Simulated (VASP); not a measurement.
Input of a VASP 6.6.1 run:

File INCAR:

```
PREC = Accurate
ENCUT = 520
EDIFF = 1E-6
ISMEAR = 0
SIGMA = 0.1
LREAL = F
LASPH = T
NELM = 100
ALGO = Normal
ISIF = 2
LWAVE = F
LCHARG = F
GGA = PE
NBANDS = 20
```

File KPOINTS:

```
Automatic mesh
0
Gamma
  12 12 6
```

POSCAR

```
Li2P
1.0
    4.3088591411      0.0000000000      0.0000000000
   -2.1544295706      3.7315814775      0.0000000000
    0.0000000000      0.0000000000      6.8995400154
Li P
4 2
Direct
    0.0000000000      0.0000000000      0.0000000000
    0.3333333333      0.6666666667      0.2204357997
    0.6666666667      0.3333333333      0.5000000000
    0.3333333333      0.6666666667      0.7795642003
    0.6666666667      0.3333333333      0.1640347519
    0.6666666667      0.3333333333      0.8359652481
```

Potentials or basis: VASP PAW PBE potentials, release 64 (Li_sv, P).

The run is started by

```console
$ cat potpaw_PBE.64/Li_sv/POTCAR potpaw_PBE.64/P/POTCAR > POTCAR
$ mpirun -np 1 vasp_std > vasp.out
```

**Question.** Estimate the band gap on the k mesh.

**Answer.** Zero (band 11 reaches 2.95 eV, above the bottom of band 12 at 2.63 eV).

**Question.** Estimate the largest force.

**Answer.** 0.043 eV/Å.

Forces on the atoms (eV/Å):
```
Li   0.000  0.000  0.000
Li   0.000  0.000 -0.001
Li   0.000  0.000  0.000
Li   0.000  0.000  0.001
P    0.000  0.000 -0.043
P    0.000  0.000  0.043
```
